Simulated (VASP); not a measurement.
# Al3N: single point with PBE

The system is Al3N, a slab with vacuum.

```
Al N
1.0
     2.85676    0.00000    0.00000
    -1.42838    2.47403    0.00000
     0.00000    0.00000   21.60138
Al N
3 1
Direct
  0.66667 0.33333 0.18517
  0.33333 0.66667 0.29168
  0.00000 0.00000 0.39819
  0.00000 0.00000 0.53568
```

```json
{
  "Program": "VASP 6.6.1",
  "Task": "single point",
  "Functional": "PBE",
  "Potentials or basis": "VASP PAW PBE potentials, release 64 (Al, N)",
  "Cutoff": "520 eV",
  "k mesh": "9 × 9 × 1",
  "Occupations": "gaussian, width 0.1 eV",
  "Spin": "collinear spin, ferromagnetic start",
  "Starting moments": "[0.0, 0.0, 0.0, 3.0] μB"
}
```

```
Largest force                                         : 0.747 eV/Å
Net moment                                            : 2.49 μB per cell
Site moments                                          : Al -0.02, -0.03; N +1.84 μB
Valence electrons inside the program's atomic spheres : Al 0.76, 0.77, 0.75; N 3.30
```

Forces on the atoms (eV/Å):
```
Al   0.000  0.000 -0.171
Al   0.000  0.000 -0.010
Al   0.000  0.000  0.747
N    0.000  0.000 -0.566
```

Levels at points of the mesh, in eV from the Fermi level:
Spin up:
```
           k point  band 6  band 7  band 8  band 9  band 10  band 11
(0.00, 0.00, 0.00)   -2.11   -0.37   -0.37    1.20     3.63     5.04
```
Spin down:
| k point | band 4 | band 5 | band 6 | band 7 | band 8 | band 9 |
| --- | --- | --- | --- | --- | --- | --- |
| (0.00, 0.00, 0.00) | -6.16 | -3.06 | -0.03 | 1.71 | 3.80 | 4.09 |

Run time: 110 s on 1 thread of Intel(R) Xeon(R) Platinum 8259CL CPU @ 2.50GHz (Skylake/Cascade Lake), on a shared host, peak memory 0.36 GiB.
